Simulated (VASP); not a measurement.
Wanted: the native input for a VASP 6.6.1 run.

- Task: single point
- Functional: PBE
- Potentials or basis: VASP PAW PBE potentials, release 64 (W_sv)
- Cutoff: 520 eV
- k mesh: 20 × 20 × 20
- Occupations: gaussian, width 0.15 eV
- Spin: no spin polarisation
- Dipole correction: no
- Further INCAR settings: ALGO = Fast; EDIFF = 1e-06; NBANDS = 13

The structure of W lies in POSCAR:

```
W
1.0
   -1.6372325000      1.6372325000      1.5174350000
    1.6372325000     -1.6372325000      1.5174350000
    1.6372325000      1.6372325000     -1.5174350000
W
1
Direct
    0.0000000000      0.0000000000      0.0000000000
```

This cell differs from its parent crystal: strain +0.025 along x and y, -0.050 along z.

These files were run (other wordings do the same):

INCAR

```
PREC = Accurate
ENCUT = 520
EDIFF = 1E-6
ISMEAR = 0
SIGMA = 0.15
LREAL = False
LASPH = True
NELM = 80
ALGO = Fast
ISIF = 2
LWAVE = False
LCHARG = False
GGA = PE
NBANDS = 13
```

KPOINTS

```
Automatic mesh
0
Gamma
  20 20 20
```

Potentials or basis: VASP PAW PBE potentials, release 64 (W_sv).

The run is started by

```bash
$ cat potpaw_PBE.64/W_sv/POTCAR > POTCAR
$ mpirun -np 1 vasp_std > vasp.out
```

It gave:

- Pressure: -1.1 GPa
- Band gap on the k mesh: zero (bands 7 and 8 overlap by 6.08 eV)

Caveat: the cell differs from its parent crystal (strain +0.025 along x and y, -0.050 along z); spin-orbit coupling is left out, which moves the levels of the heavy elements.

Run time: 2.2 min on 1 thread of Intel Xeon 8259CL, on a shared host, peak memory 0.25 GiB.
